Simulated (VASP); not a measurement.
Wanted: the native input for a VASP 6.6.1 run.

* Task: single point
* Functional: PBE
* Potentials or basis: VASP PAW PBE potentials, release 64 (Sr_sv, Cl)
* Cutoff: 520 eV
* k mesh: 6 × 6 × 6
* Occupations: gaussian, width 0.01 eV
* Spin: non-collinear spin, zero start, spin-orbit coupling
* Starting moments: [[0.0, 0.0, 0.0], [0.0, 0.0, 0.0], [0.0, 0.0, 0.0]] μB
* Dipole correction: no
* Further INCAR settings: ALGO = Normal; EDIFF = 1e-07; NBANDS = 37

The structure of SrCl2 lies in POSCAR:

```
SrCl2
1.0
    0.0000000000      3.4976593225      3.4976593225
    3.4976593225      0.0000000000      3.4976593225
    3.4976593225      3.4976593225      0.0000000000
Sr Cl
1 2
Direct
    0.0000000000      0.0000000000      0.0000000000
    0.7500000000      0.7500000000      0.7500000000
    0.2500000000      0.2500000000      0.2500000000
```

These files were run (other wordings do the same):

INCAR

```
PREC = Accurate
ENCUT = 520
EDIFF = 1E-7
ISMEAR = 0
SIGMA = 0.01
LREAL = False
LASPH = True
NELM = 150
ALGO = Normal
ISIF = 2
LWAVE = False
LCHARG = False
LNONCOLLINEAR = True
MAGMOM = 0 0 0 0 0 0 0 0 0
LORBIT = 11
LSORBIT = True
GGA_COMPAT = False
LORBMOM = True
GGA = PE
NBANDS = 37
```

KPOINTS

```
regular mesh
0
Gamma
  6 6 6
```

Potentials or basis: VASP PAW PBE potentials, release 64 (Sr_sv, Cl).

Launch:

```bash
$ cat potpaw_PBE.64/Sr_sv/POTCAR potpaw_PBE.64/Cl/POTCAR > POTCAR
$ mpirun -np 1 vasp_ncl > vasp.out
```

It gave:

The pressure is 0.8 GPa and the net moment is 0.00 μB per cell. The valence electrons inside the program's atomic spheres are Sr 7.94; Cl 5.18.

Wall time 98 s on 1 thread of Intel(R) Xeon(R) 6975P-C (Granite Rapids) (shared host), peak memory 0.51 GiB.
